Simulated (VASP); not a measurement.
# Tm (Fm-3m) in VASP: single point with LDA

Aim: the single point of Tm with LDA.

Everything below comes from runs of VASP 6.6.1. Logs are shortened: lines on timing, memory, paths and dates and some standing lists are left out, and cuts for length are marked.

### Step 1. The cell of the first run

Symmetry: Fm-3m, No. 225, cubic system. Conventional cell: a = 4.902 Å, b = 4.902 Å, c = 4.902 Å, α = 90.00°, β = 90.00°, γ = 90.00°. Within 4.6 Å of Tm (site symmetry m-3m) lie 12 Tm at 3.47 Å.

This isn't the form of Tm at room conditions, which is hcp.

### Step 2. Single point, LDA

INCAR

```
SYSTEM = Tm
PREC = Accurate
ENCUT = 520
EDIFF = 1E-6
ISMEAR = -1
SIGMA = 0.13605693000000002
LREAL = .FALSE.
LASPH = .TRUE.
NELM = 60
ALGO = Normal
ISIF = 2
LWAVE = .FALSE.
LCHARG = .TRUE.
GGA = CA
LELF = .TRUE.
LVHAR = .TRUE.
NBANDS = 18
```

KPOINTS

```
Automatic mesh
0
G
  12 12 12
  0 0 0
```

POSCAR

```
Tm
1.0
    0.0000000000      2.4512141698      2.4512141698
    2.4512141698      0.0000000000      2.4512141698
    2.4512141698      2.4512141698      0.0000000000
Tm
1
Direct
    0.0000000000      0.0000000000      0.0000000000
```

Potentials or basis: VASP PAW PBE potentials, release 64 (Tm).

On the command line:

```sh
> cat potpaw_PBE.64/Tm/POTCAR > POTCAR
> mpirun -np 1 vasp_std > vasp.out
```

OUTCAR:

```text
SYSTEM = Tm
   PREC = Accurate
   ENCUT = 520
   EDIFF = 1E-6
   ISMEAR = -1
   LREAL = .FALSE.
   LASPH = .TRUE.
   NELM = 60
   ISIF = 2
   GGA = CA

 ion  position               nearest neighbor table
   1  0.000  0.000  0.000-

  LATTYP: Found a face centered cubic cell.
 ALAT       =     4.9024283396

  Lattice vectors:

 A1 = (   0.0000000000,   2.4512141698,   2.4512141698)
 A2 = (   2.4512141698,   0.0000000000,   2.4512141698)
 A3 = (   2.4512141698,   2.4512141698,   0.0000000000)

Analysis of symmetry for initial positions (statically):
=====================================================================
 Subroutine PRICEL returns:
 Original cell was already a primitive cell.

 Routine SETGRP: Setting up the symmetry group for a
 face centered cubic supercell.

 Subroutine GETGRP returns: Found 48 space group operations
 (whereof 48 operations were pure point group operations)
 out of a pool of 48 trial point group operations.

The static configuration has the point symmetry O_h .

Analysis of symmetry for dynamics (positions and initial velocities):
=====================================================================
 Subroutine PRICEL returns:
 Original cell was already a primitive cell.

 Routine SETGRP: Setting up the symmetry group for a
 face centered cubic supercell.

 Subroutine GETGRP returns: Found 48 space group operations
 (whereof 48 operations were pure point group operations)
 out of a pool of 48 trial point group operations.

The dynamic configuration has the point symmetry O_h .

 Subroutine INISYM returns: Found 48 space group operations
 (whereof 48 operations are pure point group operations),
 and found     1 'primitive' translations

----------------------------------------------------------------------------------------

                                     Primitive cell

  volume of cell :      29.4560

  direct lattice vectors                    reciprocal lattice vectors
     0.000000000  2.451214170  2.451214170    -0.203980544  0.203980544  0.203980544
     2.451214170  0.000000000  2.451214170     0.203980544 -0.203980544  0.203980544
     2.451214170  2.451214170  0.000000000     0.203980544  0.203980544 -0.203980544

  length of vectors
     3.466540323  3.466540323  3.466540323     0.353304666  0.353304666  0.353304666

  position of ions in fractional coordinates (direct lattice)
     0.000000000  0.000000000  0.000000000

  ion indices of the primitive-cell ions
   primitive index   ion index
                 1           1

----------------------------------------------------------------------------------------

 KPOINTS: Automatic mesh

Automatic generation of k-mesh.
 Grid dimensions read from file:
 generate k-points for:   12   12   12

 Generating k-lattice:

  Cartesian coordinates                     Fractional coordinates (reciprocal lattice)
    -0.016998379  0.016998379  0.016998379     0.083333333  0.000000000  0.000000000
     0.016998379 -0.016998379  0.016998379     0.000000000  0.083333333  0.000000000
     0.016998379  0.016998379 -0.016998379     0.000000000  0.000000000  0.083333333

  Length of vectors
     0.029442056  0.029442056  0.029442056

  Shift w.r.t. Gamma in fractional coordinates (k-lattice)
     0.000000000  0.000000000  0.000000000

 Subroutine IBZKPT returns following result:
 ===========================================

 Found     72 irreducible k-points:

 Following reciprocal coordinates:
            Coordinates               Weight
  0.000000  0.000000  0.000000      1.000000
  0.083333  0.000000  0.000000      8.000000
  0.166667  0.000000  0.000000      8.000000
  0.250000  0.000000  0.000000      8.000000
  0.333333  0.000000  0.000000      8.000000
  0.416667  0.000000  0.000000      8.000000
[... 16 lines left out ...]
  0.500000  0.166667  0.000000     24.000000
 -0.416667  0.166667  0.000000     24.000000
 [... further k-points ...]
   k-points           NKPTS =     72   k-points in BZ     NKDIM =     72   number of bands    NBANDS=     18
   number of dos      NEDOS =    301   number of ions     NIONS =      1
   total plane-waves  NPLWV =  21952
   dimension x,y,z NGX =    28 NGY =   28 NGZ =   28
   dimension x,y,z NGXF=    56 NGYF=   56 NGZF=   56
   ions per type =               1
   NGX,Y,Z   is equivalent  to a cutoff of  13.43, 13.43, 13.43 a.u.
   NGXF,Y,Z  is equivalent  to a cutoff of  26.86, 26.86, 26.86 a.u.
 SYSTEM =  Tm
   PREC   = accura    normal or accurate (medium, high low for compatibility)
   ISTART =      0    job   : 0-new  1-cont  2-samecut
   ICHARG =      2    charge: 1-file 2-atom 10-const
   ISPIN  =      1    spin polarized calculation?
   LNONCOLLINEAR =      F non collinear calculations
   LSORBIT =      F    spin-orbit coupling
   LASPH  =      T    aspherical Exc in radial PAW
   ENCUT  =  520.0 eV  38.22 Ry    6.18 a.u.   6.45  6.45  6.45*2*pi/ulx,y,z
   NELM   =     60;   NELMIN=  2; NELMDL= -5     # of ELM steps
   EDIFF  = 0.1E-05   stopping-criterion for ELM
   LREAL  =      F    real-space projection
   EDIFFG = 0.1E-04   stopping-criterion for IOM
   NSW    =      0    number of steps for IOM
   IBRION =     -1    ionic relax: 0-MD 1-quasi-New 2-CG
   NFREE  =      0    steps in history (QN), initial steepest desc. (CG)
   ISIF   =      2    stress and relaxation
   ISYM   =      2    0-nonsym 1-usesym 2-fastsym
   POTIM  = 0.5000    time-step for ionic-motion
   TEBEG  =    0.0;   TEEND  =   0.0 temperature during run
   PSTRESS=    0.0 pullay stress
   NELECT =      23.0000    total number of electrons
   NUPDOWN=      -1.0000    fix difference up-down
   EMIN   =  10.00;   EMAX   =-10.00  energy-range for DOS
   EFERMI =   0.00;   METHOD = LEGACY
   ISMEAR =    -1;   SIGMA  =   0.14  broadening in eV -4-tet -1-fermi 0-gaus
   EFERMI_NEDOS =   21; number of points for ismear=-14 and -15
   IALGO  =     38    algorithm
   IMIX   =      4    mixing-type and parameters
     AMIX     =   0.40;   BMIX     =  1.00
     AMIX_MAG =   1.60;   BMIX_MAG =  1.00
  volume/ion in A,a.u.               =      29.46       198.78
  Fermi-wavevector in a.u.,A,eV,Ry     =   1.507508  2.848776 30.920318  2.272579
  Thomas-Fermi vector in A             =   2.618084
   LORBIT       =      0    0 simple, 1 ext, 2 COOP (PROOUT), +10 PAW based schemes
   GGA     = CA    functional components
   LHFCALC =     F    Hartree Fock is set to
   AEXX    =    0.0000 exact exchange contribution
   IVDW    =     0    specifies the selected vdW correction
   LEPSILON=     F    determine dielectric tensor
   LRPA    =     F    only Hartree local field effects (RPA)
 non-spin polarized calculation
  energy-cutoff  :      520.00
  volume of cell :       29.46
 maximum number of plane-waves:       821
 NGX is ok and might be reduce to    28
   NGX = 13   NGY = 13   NGZ = 13

 number of electron      23.0000003 magnetization

 Free energy of the ion-electron system (eV)
  ---------------------------------------------------
  ext. energy  EPLUGINS =         0.00000000
  ---------------------------------------------------
  free energy    TOTEN  =        -4.73146272 eV

  energy without entropy =       -4.20622842  energy(sigma->0) =       -4.46884557

 E-fermi :   2.0097     XC(G=0): -10.7032

 val. band max:        2.0074356221   @ k =  -0.4167   0.4167   0.0000
 cond. band min:       2.0120737092   @ k =  -0.2500   0.5000   0.2500
 fundamental gap:      0.0046380871
 Fermi energy:         2.0097429432

 k-point     1 :       0.0000    0.0000    0.0000
  band No.  band energies     occupation
      1     -47.5538      2.00000
      2     -20.7418      2.00000
      3     -20.7418      2.00000
      4     -20.7418      2.00000
      5      -3.2908      2.00000
      6       1.4672      1.96359
[... 10 lines left out ...]
     17       7.5542      0.00000
     18      12.6186      0.00000

 k-point     2 :       0.0833    0.0000    0.0000
  band No.  band energies     occupation
      1     -47.5503      2.00000
      2     -20.7949      2.00000
      3     -20.7483      2.00000
      4     -20.7483      2.00000
      5      -3.0857      2.00000
      6       1.4679      1.96340
[... 10 lines left out ...]
     17       7.4307      0.00000
     18      13.0758      0.00000

 k-point     3 :       0.1667    0.0000    0.0000
  band No.  band energies     occupation
      1     -47.5408      2.00000
      2     -20.9370      2.00000
      3     -20.7661      2.00000
      4     -20.7661      2.00000
      5      -2.5074      2.00000
      6       1.4726      1.96214
[... 10 lines left out ...]
     17       7.2655      0.00000
     18      13.4148      0.00000

 k-point     4 :       0.2500    0.0000    0.0000
  band No.  band energies     occupation
      1     -47.5278      2.00000
      2     -21.1245      2.00000
      3     -20.7902      2.00000
      4     -20.7902      2.00000
      5      -1.6713      2.00000
      6       1.4889      1.95741
[... 10 lines left out ...]
     17       7.5152      0.00000
     18      12.4643      0.00000

 k-point     5 :       0.3333    0.0000    0.0000
  band No.  band energies     occupation
      1     -47.5147      2.00000
      2     -21.3051      2.00000
      3     -20.8142      2.00000
      4     -20.8142      2.00000
      5      -0.7895      2.00000
      6       1.5113      1.95001
[... 10 lines left out ...]
     17       8.2590      0.00000
     18      11.7468      0.00000

 k-point     6 :       0.4167    0.0000    0.0000
  band No.  band energies     occupation
      1     -47.5051      2.00000
      2     -21.4333      2.00000
      3     -20.8317      2.00000
      4     -20.8317      2.00000
      5      -0.1534      2.00000
      6       1.5016      1.95334
[... 307 lines left out ...]
 k-point    21 :       0.3333    0.1667    0.0000
  band No.  band energies     occupation
      1     -47.5148      2.00000
      2     -21.2009      2.00000
      3     -20.8688      2.00000
      4     -20.8654      2.00000
      5      -0.7797      2.00000
      6       1.5014      1.95343
[... 10 lines left out ...]
     17       8.7686      0.00000
     18      13.4251      0.00000

 k-point    22 :       0.4167    0.1667    0.0000
  band No.  band energies     occupation
      1     -47.5040      2.00000
      2     -21.3294      2.00000
      3     -20.9108      2.00000
      4     -20.8804      2.00000
      5       0.0545      2.00000
      6       1.5155      1.94848
[... 10 lines left out ...]
     17       9.4340      0.00000
     18      12.0849      0.00000

 k-point    23 :       0.5000    0.1667    0.0000
  band No.  band energies     occupation
      1     -47.4973      2.00000
      2     -21.4048      2.00000
      3     -20.9500      2.00000
      4     -20.8802      2.00000
      5       0.6122      1.99993
      6       1.4955      1.95537
[... 10 lines left out ...]
     17       9.6172      0.00000
     18      11.0074      0.00000

 k-point    24 :      -0.4167    0.1667    0.0000
  band No.  band energies     occupation
      1     -47.4964      2.00000
      2     -21.4110      2.00000
      3     -20.9744      2.00000
      4     -20.8650      2.00000
      5       0.7250      1.99984
      6       1.4855      1.95845
[... 10 lines left out ...]
     17       9.7757      0.00000
     18      11.1223      0.00000

 [... further k-points ...]
[... 5 lines left out ...]
  --------------------------------------------------------------------------------------
  -------------------------------------------------------------------------------------
  Total       -0.0424575     -0.0424575     -0.0424575      0.0000000      0.0000000      0.0000000
  in kB       -2.3093604     -2.3093604     -2.3093604      0.0000000      0.0000000      0.0000000
  external PRESSURE =      -2.3093604 kB  Pullay stress =       0.0000000 kB

 VOLUME and BASIS-vectors are now :
 -----------------------------------------------------------------------------
  energy-cutoff  :      520.00
  volume of cell :       29.46
      direct lattice vectors                 reciprocal lattice vectors
     0.000000000  2.451214170  2.451214170    -0.203980544  0.203980544  0.203980544
     2.451214170  0.000000000  2.451214170     0.203980544 -0.203980544  0.203980544
     2.451214170  2.451214170  0.000000000     0.203980544  0.203980544 -0.203980544

 POSITION                                       TOTAL-FORCE (eV/Angst)
 -----------------------------------------------------------------------------------
      0.00000      0.00000      0.00000        -0.000000      0.000000      0.000000
 -----------------------------------------------------------------------------------
    total drift:                               -0.000000     -0.000000     -0.000000

  FREE ENERGIE OF THE ION-ELECTRON SYSTEM (eV)
  ---------------------------------------------------
  free  energy   TOTEN  =        -4.7314627242 eV

  energy  without entropy=       -4.2062284168  energy(sigma->0) =       -4.46884557
```

Wall time 55 s (1 thread of AMD EPYC 7R13 (Zen 3), shared host); peak memory 0.15 GiB.

Results:

```yaml
Free_energy: -4.7315 eV
Pressure: -0.2 GPa
Band_gap_on_the_k_mesh: zero (an odd number of electrons rules out a gap without spin polarisation)
```

Caveat: the PAW data sets were made with another functional, which shifts forces and pressure a little; spin-orbit coupling is left out, which moves the levels of the heavy elements; semilocal functionals describe open f shells poorly, which spoils levels, moments and volumes. Spin polarisation is off, so any magnetic state and its effect on volume and gap are missing.
